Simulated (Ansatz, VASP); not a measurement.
**One calculation of AgCl, two programs**

```
CELL_PARAMETERS angstrom
0.00000 2.77315 2.77315
2.77315 0.00000 2.77315
2.77315 2.77315 0.00000
ATOMIC_POSITIONS crystal
Ag 0.49324 0.49324 0.50676
Cl 0.00000 0.00000 0.00000
```

Change from the starting cell: all Ag atoms moved +0.037 Å, as atom 1 towards its neighbour atom 2 (Cl) at 2.773 Å.

Alike in both runs: task single point; functional PBE; k mesh 8 × 8 × 8; occupations gaussian, width 0.05 eV; no spin polarisation.

|  | VASP | Ansatz |
| --- | --- | --- |
| version | VASP 6.6.1 | Ansatz 0.2.0 |
| potentials or method | VASP PAW PBE potentials, release 64 (Ag, Cl), cutoff 520 eV | scalar-relativistic, plane waves, PAW |
| valence electrons in the cell | 18 | 26 |

VASP gave:

```
gap on the k mesh at the Fermi level (eV) : 0.91
least direct gap on the mesh (eV)         : 3.12
pressure (GPa)                            : 1.5
rms of the force components (eV/Å)        : 0.025
```

Question: What did Ansatz give for the same quantities?

Answer: gap on the k mesh at the Fermi level (eV): 0.91; least direct gap on the mesh (eV): 3.12; pressure (GPa): 1.6; rms of the force components (eV/Å): 0.025.

Atom by atom the forces differ by 0.000 eV/Å (rms over components). With one functional, cell and mesh, what is left measures potentials, basis and numerics. VASP's potentials hold 18 valence electrons a cell and Ansatz's 26, so a difference there can come from the potentials and not from the codes.
